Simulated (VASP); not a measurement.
# As3Ru (Pm-3m) in VASP: a series of runs

Runs on As3Ru. Level: PBE. Tasks: single point.

Everything below comes from runs of VASP 6.6.1. Logs are shortened: lines on timing, memory, paths and dates and some standing lists are left out, and cuts for length are marked.

## (1) The cell of the first run

The structure is cubic, space group Pm-3m (No. 221). Conventional cell: a = 4.635 Å, b = 4.635 Å, c = 4.635 Å, α = 90.00°, β = 90.00°, γ = 90.00°. Within 3.1 Å of As (site symmetry 4/mmm) lie 2 Ru at 2.32 Å. Ru (site symmetry m-3m) has 6 As at 2.32 Å within 3.1 Å.

## (2) Single point, PBE

Input file INCAR:

```
ALGO = Normal
EDIFF = 1E-6
ENCUT = 520
GGA = PE
ISIF = 2
ISMEAR = 0
LASPH = T
LCHARG = F
LREAL = F
LWAVE = F
NBANDS = 22
NELM = 80
PREC = Accurate
SIGMA = 0.1
```

Input file KPOINTS:

```
k-points
0
Gamma
  4 4 4
```

Input file POSCAR:

```
As3Ru
1.0
    4.6347290400      0.0000000000      0.0000000000
    0.0000000000      4.6347290400      0.0000000000
    0.0000000000      0.0000000000      4.6347290400
As Ru
3 1
Direct
    0.0000000000      0.5000000000      0.5000000000
    0.5000000000      0.0000000000      0.5000000000
    0.5000000000      0.5000000000      0.0000000000
    0.5000000000      0.5000000000      0.5000000000
```

Potentials or basis: VASP PAW PBE potentials, release 64 (As, Ru_pv).

Command:

```sh
> cat potpaw_PBE.64/As/POTCAR potpaw_PBE.64/Ru_pv/POTCAR > POTCAR
> mpirun -np 1 vasp_std > vasp.out
```

OUTCAR:

```text
EDIFF = 1E-6
   ENCUT = 520
   GGA = PE
   ISIF = 2
   ISMEAR = 0
   LASPH = T
   LREAL = F
   NELM = 80
   PREC = Accurate

 ion  position               nearest neighbor table
   1  0.000  0.500  0.500-   4 2.32   4 2.32
   2  0.500  0.000  0.500-   4 2.32   4 2.32
   3  0.500  0.500  0.000-   4 2.32   4 2.32
   4  0.500  0.500  0.500-   1 2.32   2 2.32   3 2.32   3 2.32   2 2.32   1 2.32

  LATTYP: Found a simple cubic cell.
 ALAT       =     4.6347290400

  Lattice vectors:

 A1 = (   4.6347290400,   0.0000000000,   0.0000000000)
 A2 = (   0.0000000000,   4.6347290400,   0.0000000000)
 A3 = (   0.0000000000,   0.0000000000,   4.6347290400)

Analysis of symmetry for initial positions (statically):
=====================================================================
 Subroutine PRICEL returns:
 Original cell was already a primitive cell.

 Routine SETGRP: Setting up the symmetry group for a
 simple cubic supercell.

 Subroutine GETGRP returns: Found 48 space group operations
 (whereof 48 operations were pure point group operations)
 out of a pool of 48 trial point group operations.

The static configuration has the point symmetry O_h .

Analysis of symmetry for dynamics (positions and initial velocities):
=====================================================================
 Subroutine PRICEL returns:
 Original cell was already a primitive cell.

 Routine SETGRP: Setting up the symmetry group for a
 simple cubic supercell.

 Subroutine GETGRP returns: Found 48 space group operations
 (whereof 48 operations were pure point group operations)
 out of a pool of 48 trial point group operations.

The dynamic configuration has the point symmetry O_h .

 Subroutine INISYM returns: Found 48 space group operations
 (whereof 48 operations are pure point group operations),
 and found     1 'primitive' translations

----------------------------------------------------------------------------------------

                                     Primitive cell

  volume of cell :      99.5573

  direct lattice vectors                    reciprocal lattice vectors
     4.634729040  0.000000000  0.000000000     0.215762344  0.000000000  0.000000000
     0.000000000  4.634729040  0.000000000     0.000000000  0.215762344  0.000000000
     0.000000000  0.000000000  4.634729040     0.000000000  0.000000000  0.215762344

  length of vectors
     4.634729040  4.634729040  4.634729040     0.215762344  0.215762344  0.215762344

  position of ions in fractional coordinates (direct lattice)
     0.000000000  0.500000000  0.500000000
     0.500000000  0.000000000  0.500000000
     0.500000000  0.500000000  0.000000000
     0.500000000  0.500000000  0.500000000

  ion indices of the primitive-cell ions
   primitive index   ion index
                 1           1
                 2           2
                 3           3
                 4           4

----------------------------------------------------------------------------------------

 KPOINTS: k-points

Automatic generation of k-mesh.
 Grid dimensions read from file:
 generate k-points for:    4    4    4

 Generating k-lattice:

  Cartesian coordinates                     Fractional coordinates (reciprocal lattice)
     0.053940586  0.000000000  0.000000000     0.250000000  0.000000000  0.000000000
     0.000000000  0.053940586  0.000000000     0.000000000  0.250000000  0.000000000
     0.000000000  0.000000000  0.053940586     0.000000000  0.000000000  0.250000000

  Length of vectors
     0.053940586  0.053940586  0.053940586

  Shift w.r.t. Gamma in fractional coordinates (k-lattice)
     0.000000000  0.000000000  0.000000000

 Subroutine IBZKPT returns following result:
 ===========================================

 Found     10 irreducible k-points:

 Following reciprocal coordinates:
            Coordinates               Weight
  0.000000  0.000000  0.000000      1.000000
  0.250000  0.000000  0.000000      6.000000
  0.500000  0.000000  0.000000      3.000000
  0.250000  0.250000  0.000000     12.000000
  0.500000  0.250000  0.000000     12.000000
  0.500000  0.500000  0.000000      3.000000
  0.250000  0.250000  0.250000      8.000000
  0.500000  0.250000  0.250000     12.000000
  0.500000  0.500000  0.250000      6.000000
  0.500000  0.500000  0.500000      1.000000
   k-points           NKPTS =     10   k-points in BZ     NKDIM =     10   number of bands    NBANDS=     22
   number of dos      NEDOS =    301   number of ions     NIONS =      4
   total plane-waves  NPLWV =  46656
   dimension x,y,z NGX =    36 NGY =   36 NGZ =   36
   dimension x,y,z NGXF=    72 NGYF=   72 NGZF=   72
   ions per type =               3   1
   NGX,Y,Z   is equivalent  to a cutoff of  12.91, 12.91, 12.91 a.u.
   NGXF,Y,Z  is equivalent  to a cutoff of  25.83, 25.83, 25.83 a.u.
 SYSTEM =  unknown system
   PREC   = accura    normal or accurate (medium, high low for compatibility)
   ISTART =      0    job   : 0-new  1-cont  2-samecut
   ICHARG =      2    charge: 1-file 2-atom 10-const
   ISPIN  =      1    spin polarized calculation?
   LNONCOLLINEAR =      F non collinear calculations
   LSORBIT =      F    spin-orbit coupling
   LASPH  =      T    aspherical Exc in radial PAW
   ENCUT  =  520.0 eV  38.22 Ry    6.18 a.u.   8.62  8.62  8.62*2*pi/ulx,y,z
   NELM   =     80;   NELMIN=  2; NELMDL= -5     # of ELM steps
   EDIFF  = 0.1E-05   stopping-criterion for ELM
   LREAL  =      F    real-space projection
   EDIFFG = 0.1E-04   stopping-criterion for IOM
   NSW    =      0    number of steps for IOM
   IBRION =     -1    ionic relax: 0-MD 1-quasi-New 2-CG
   NFREE  =      0    steps in history (QN), initial steepest desc. (CG)
   ISIF   =      2    stress and relaxation
   ISYM   =      2    0-nonsym 1-usesym 2-fastsym
   POTIM  = 0.5000    time-step for ionic-motion
   TEBEG  =    0.0;   TEEND  =   0.0 temperature during run
   PSTRESS=    0.0 pullay stress
   NELECT =      29.0000    total number of electrons
   NUPDOWN=      -1.0000    fix difference up-down
   EMIN   =  10.00;   EMAX   =-10.00  energy-range for DOS
   EFERMI =   0.00;   METHOD = LEGACY
   ISMEAR =     0;   SIGMA  =   0.10  broadening in eV -4-tet -1-fermi 0-gaus
   EFERMI_NEDOS =   21; number of points for ismear=-14 and -15
   IALGO  =     38    algorithm
   IMIX   =      4    mixing-type and parameters
     AMIX     =   0.40;   BMIX     =  1.00
     AMIX_MAG =   1.60;   BMIX_MAG =  1.00
  volume/ion in A,a.u.               =      24.89       167.96
  Fermi-wavevector in a.u.,A,eV,Ry     =   1.085217  2.050762 16.023518  1.177695
  Thomas-Fermi vector in A             =   2.221325
   LORBIT       =      0    0 simple, 1 ext, 2 COOP (PROOUT), +10 PAW based schemes
   GGA     = PE    functional components
   LHFCALC =     F    Hartree Fock is set to
   AEXX    =    0.0000 exact exchange contribution
   IVDW    =     0    specifies the selected vdW correction
   LEPSILON=     F    determine dielectric tensor
   LRPA    =     F    only Hartree local field effects (RPA)
 non-spin polarized calculation
 Gauss-broadening in eV      SIGMA  =   0.10
  energy-cutoff  :      520.00
  volume of cell :       99.56
 maximum number of plane-waves:      2730
 NGX is ok and might be reduce to    36
   NGX = 17   NGY = 17   NGZ = 17

 number of electron      29.0000006 magnetization

 Free energy of the ion-electron system (eV)
  ---------------------------------------------------
  ext. energy  EPLUGINS =         0.00000000
  ---------------------------------------------------
  free energy    TOTEN  =       -19.81717538 eV

  energy without entropy =      -19.77128381  energy(sigma->0) =      -19.79422959

 E-fermi :   4.1345     XC(G=0):  -9.2408

 val. band max:        4.0881731160   @ k =   0.2500   0.2500   0.2500
 cond. band min:       4.1704736907   @ k =   0.5000   0.5000   0.0000
 fundamental gap:      0.0823005747
 Fermi energy:         4.1344746399

 k-point     1 :       0.0000    0.0000    0.0000
  band No.  band energies     occupation
      1     -39.1481      2.00000
      2     -39.1481      2.00000
      3     -39.1481      2.00000
      4      -9.0529      2.00000
      5      -6.6315      2.00000
      6      -6.6315      2.00000
[... 14 lines left out ...]
     21       7.0124      0.00000
     22      10.6213      0.00000

 k-point     2 :       0.2500    0.0000    0.0000
  band No.  band energies     occupation
      1     -39.1479      2.00000
      2     -39.1479      2.00000
      3     -39.1457      2.00000
      4      -8.7544      2.00000
      5      -6.6995      2.00000
      6      -6.6010      2.00000
[... 14 lines left out ...]
     21       8.2015      0.00000
     22      11.0599      0.00000

 k-point     3 :       0.5000    0.0000    0.0000
  band No.  band energies     occupation
      1     -39.1476      2.00000
      2     -39.1476      2.00000
      3     -39.1434      2.00000
      4      -8.3653      2.00000
      5      -6.8482      2.00000
      6      -6.5700      2.00000
[... 14 lines left out ...]
     21      10.6719      0.00000
     22      10.7232      0.00000

 k-point     4 :       0.2500    0.2500    0.0000
  band No.  band energies     occupation
      1     -39.1476      2.00000
      2     -39.1455      2.00000
      3     -39.1455      2.00000
      4      -8.4387      2.00000
      5      -6.6697      2.00000
      6      -6.6199      2.00000
[... 14 lines left out ...]
     21       9.0418      0.00000
     22      11.7996      0.00000

 k-point     5 :       0.5000    0.2500    0.0000
  band No.  band energies     occupation
      1     -39.1474      2.00000
      2     -39.1453      2.00000
      3     -39.1432      2.00000
      4      -8.0198      2.00000
      5      -6.7671      2.00000
      6      -6.5879      2.00000
[... 67 lines left out ...]
 k-point     8 :       0.5000    0.2500    0.2500
  band No.  band energies     occupation
      1     -39.1451      2.00000
      2     -39.1451      2.00000
      3     -39.1430      2.00000
      4      -7.6461      2.00000
      5      -6.6873      2.00000
      6      -6.5605      2.00000
[... 14 lines left out ...]
     21       9.1358      0.00000
     22      12.5435      0.00000

 k-point     9 :       0.5000    0.5000    0.2500
  band No.  band energies     occupation
      1     -39.1448      2.00000
      2     -39.1427      2.00000
      3     -39.1427      2.00000
      4      -7.1155      2.00000
      5      -6.6009      2.00000
      6      -6.6009      2.00000
[... 14 lines left out ...]
     21      11.9890      0.00000
     22      12.4496      0.00000

 k-point    10 :       0.5000    0.5000    0.5000
  band No.  band energies     occupation
      1     -39.1425      2.00000
      2     -39.1425      2.00000
      3     -39.1425      2.00000
      4      -6.5163      2.00000
      5      -6.5163      2.00000
      6      -6.5163      2.00000
[... 14 lines left out ...]
     21      11.8258      0.00000
     22      11.8258      0.00000

------------------------ aborting loop because EDIFF is reached ----------------------------------------

  FORCE on cell =-STRESS in cart. coord.  units (eV):
  Direction    XX          YY          ZZ          XY          YZ          ZX
  --------------------------------------------------------------------------------------
  -------------------------------------------------------------------------------------
  Total        7.0324494      7.0324494      7.0324494     -0.0000000      0.0000000     -0.0000000
  in kB      113.1733452    113.1733452    113.1733452     -0.0000000      0.0000000     -0.0000000
  external PRESSURE =     113.1733452 kB  Pullay stress =       0.0000000 kB

 VOLUME and BASIS-vectors are now :
 -----------------------------------------------------------------------------
  energy-cutoff  :      520.00
  volume of cell :       99.56
      direct lattice vectors                 reciprocal lattice vectors
     4.634729040  0.000000000  0.000000000     0.215762344  0.000000000  0.000000000
     0.000000000  4.634729040  0.000000000     0.000000000  0.215762344  0.000000000
     0.000000000  0.000000000  4.634729040     0.000000000  0.000000000  0.215762344

 POSITION                                       TOTAL-FORCE (eV/Angst)
 -----------------------------------------------------------------------------------
      0.00000      2.31736      2.31736         0.000000      0.000000      0.000000
      2.31736      0.00000      2.31736         0.000000      0.000000      0.000000
      2.31736      2.31736      0.00000         0.000000      0.000000      0.000000
      2.31736      2.31736      2.31736         0.000000      0.000000      0.000000
 -----------------------------------------------------------------------------------
    total drift:                                0.000000      0.000000      0.000000

  FREE ENERGIE OF THE ION-ELECTRON SYSTEM (eV)
  ---------------------------------------------------
  free  energy   TOTEN  =       -19.8171753795 eV

  energy  without entropy=      -19.7712838066  energy(sigma->0) =      -19.79422959
```

Run time: 25 s. Hardware: 1 thread of AMD EPYC 7R43 (Zen 3), shared host; peak memory 0.17 GiB.

Results:

* Free energy: -19.8172 eV
* Pressure: 11.3 GPa

Levels at points of the mesh, in eV from the Fermi level:
| k point | band 10 | band 11 | band 12 | band 13 | band 14 | band 15 | band 16 | band 17 | band 18 | band 19 |
| --- | --- | --- | --- | --- | --- | --- | --- | --- | --- | --- |
| (0.00, 0.00, 0.00) | -2.97 | -2.97 | -2.97 | -0.34 | -0.34 | 0.08 | 0.08 | 0.08 | 1.58 | 1.58 |
| (0.50, 0.00, 0.00) | -3.19 | -3.19 | -2.94 | -1.72 | -0.91 | -0.24 | 1.10 | 1.10 | 1.31 | 1.31 |
| (0.50, 0.50, 0.00) | -4.07 | -4.07 | -2.10 | -1.20 | -1.20 | 0.04 | 1.10 | 1.42 | 1.42 | 2.55 |
| (0.50, 0.50, 0.50) | -5.47 | -5.47 | -5.47 | 0.21 | 0.21 | 0.21 | 2.61 | 2.61 | 2.61 | 2.96 |

## (3) Single point, PBE, collinear spin, ferromagnetic start

This run uses another cell than the first one, of 28.12 Å³/atom, 1.130 times its volume.

Input file INCAR:

```
SYSTEM = As3Ru
PREC = Accurate
ENCUT = 520
EDIFF = 1E-6
ISMEAR = 0
SIGMA = 0.1
LREAL = .False.
LASPH = .True.
NELM = 150
ALGO = Normal
ISIF = 2
LWAVE = .False.
LCHARG = .True.
ISPIN = 2
MAGMOM = 0 0 0 1
LORBIT = 11
LMAXMIX = 4
GGA = PE
LELF = .True.
LVHAR = .True.
NBANDS = 26
```

Input file KPOINTS:

```
Automatic mesh
0
Gamma
  4 4 4
  0 0 0
```

Input file POSCAR:

```
As3Ru
1.0
    4.8270019611      0.0000000000      0.0000000000
    0.0000000000      4.8270019611      0.0000000000
    0.0000000000      0.0000000000      4.8270019611
As Ru
3 1
Direct
    0.0000000000      0.5000000000      0.5000000000
    0.5000000000      0.0000000000      0.5000000000
    0.5000000000      0.5000000000      0.0000000000
    0.5000000000      0.5000000000      0.5000000000
```

Potentials or basis: VASP PAW PBE potentials, release 64 (As, Ru_pv).

Command:

```sh
> cat potpaw_PBE.64/As/POTCAR potpaw_PBE.64/Ru_pv/POTCAR > POTCAR
> mpirun -np 1 vasp_std > vasp.out
```

It took 77 s on 1 thread of AMD EPYC 7R43 (Zen 3), shared host; peak memory 0.22 GiB.

The run converged. Its results:

```
Free energy                                           : -20.2445 eV
Pressure                                              : -0.1 GPa
Band gap on the k mesh                                : zero (filled and empty bands overlap)
Net moment                                            : 1.04 μB per cell
Site moments                                          : As +0.06; Ru +0.56 μB
Valence electrons inside the program's atomic spheres : As 2.65; Ru 12.81
```

Levels at points of the mesh, in eV from the Fermi level:
Spin up:
```csv
k point,band 13,band 14,band 15,band 16,band 17,band 18
"(0.00, 0.00, 0.00)",-0.73,-0.73,-0.09,-0.09,-0.09,1.14
"(0.50, 0.00, 0.00)",-1.75,-0.89,-0.68,0.74,0.74,0.86
"(0.50, 0.50, 0.00)",-1.24,-1.24,-0.20,0.46,0.94,0.94
"(0.50, 0.50, 0.50)",-0.08,-0.08,-0.08,2.00,2.00,2.00
```
Spin down:
```csv
k point,band 11,band 12,band 13,band 14,band 15,band 16,band 17,band 18
"(0.00, 0.00, 0.00)",-2.37,-2.37,-0.47,-0.47,0.08,0.08,0.08,1.24
"(0.50, 0.00, 0.00)",-2.97,-2.35,-1.59,-0.69,-0.42,0.86,0.86,1.20
"(0.50, 0.50, 0.00)",-3.41,-2.09,-1.07,-1.07,0.23,0.68,1.28,1.28
"(0.50, 0.50, 0.50)",-4.68,-4.68,0.36,0.36,0.36,2.17,2.17,2.17
```
